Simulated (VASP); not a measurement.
# Bi2Pd: single point with LDA

The system is Bi2Pd.

```
Bi Pd
1.0
    -1.70312    1.70312    6.57692
     1.70312   -1.70312    6.57692
     1.70312    1.70312   -6.57692
Bi Pd
2 1
Direct
  0.36300 0.36300 0.00000
  0.63700 0.63700 0.00000
  0.00000 0.00000 0.00000
```

```yaml
Program: VASP 6.6.1
Task: single point
Functional: LDA
Potentials_or_basis: VASP PAW LDA potentials, release 64 (Bi_d, Pd)
Cutoff: 520 eV
k_mesh: 11 × 11 × 11
Occupations: fermi-dirac, width 0.1 eV
Spin: no spin polarisation
```

The pressure is -6.2 GPa. The largest force is 0.462 eV/Å and the band gap on the k mesh is zero (bands 20 and 21 overlap by 3.06 eV).

Forces in eV/Å, atoms in the order of the input:
```
Bi   0.000  0.000  0.462
Bi   0.000  0.000 -0.462
Pd   0.000  0.000  0.000
```

Levels at points of the mesh, in eV from the Fermi level:
| k point | band 18 | band 19 | band 20 | band 21 | band 22 | band 23 |
| --- | --- | --- | --- | --- | --- | --- |
| (0.00, 0.00, 0.00) | -2.41 | 1.57 | 2.39 | 2.39 | 3.01 | 3.01 |

Wall time 7.7 min on 1 thread of Intel(R) Xeon(R) 6975P-C (Granite Rapids), on a shared host, peak memory 0.44 GiB.

Caveat: the cell stands under tension; spin-orbit coupling is left out, which moves the levels of the heavy elements.
